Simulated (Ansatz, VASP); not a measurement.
# One calculation of Ru, two programs

```
CELL_PARAMETERS angstrom
5.41644 0.00000 0.00000
-2.70822 4.69077 0.00000
0.00000 0.00000 23.63375
ATOMIC_POSITIONS crystal
Ru 0.33333 0.16667 0.35966
Ru 0.33333 0.66667 0.35966
Ru 0.83333 0.16667 0.35966
Ru 0.83333 0.66667 0.35966
Ru 0.16667 0.33333 0.45322
Ru 0.16667 0.83333 0.45322
Ru 0.66667 0.33333 0.45322
Ru 0.66667 0.83333 0.45322
Ru 0.00848 0.00424 0.54775
Ru 0.00000 0.50000 0.54389
Ru 0.49576 0.00424 0.54775
Ru 0.49576 0.49152 0.54775
Ru 0.34398 0.67199 0.63219
Ru 0.82801 0.15602 0.63219
Ru 0.82801 0.67199 0.63219
```

Change from the starting cell: Ru vacancy.

Alike in both runs: task single point; functional PBE; k mesh 12 × 12 × 1; occupations gaussian, width 0.1 eV; no spin polarisation.

|  | VASP | Ansatz |
| --- | --- | --- |
| version | VASP 6.6.1 | Ansatz 0.2.0 |
| potentials or method | VASP PAW PBE potentials, release 64 (Ru_pv), cutoff 400 eV | scalar-relativistic, plane waves, PAW |
| valence electrons in the cell | 210 | 240 |

```tsv
	VASP	Ansatz	Ansatz less VASP
gap on the k mesh at the Fermi level (eV)	none	none	-
rms of the force components (eV/Å)	0.451	0.452	+0.0004
work function, face that differs most (eV)	5.00	5.01	+0.003
```

Atom by atom the forces differ by 0.005 eV/Å (rms over components). A gap of «none» marks a metal or a gap that the smearing closes. With one functional, cell and mesh, what is left measures potentials, basis and numerics. VASP's potentials hold 210 valence electrons a cell and Ansatz's 240, so a difference there can come from the potentials and not from the codes. Ansatz's warnings: xc potential rough in thin density.
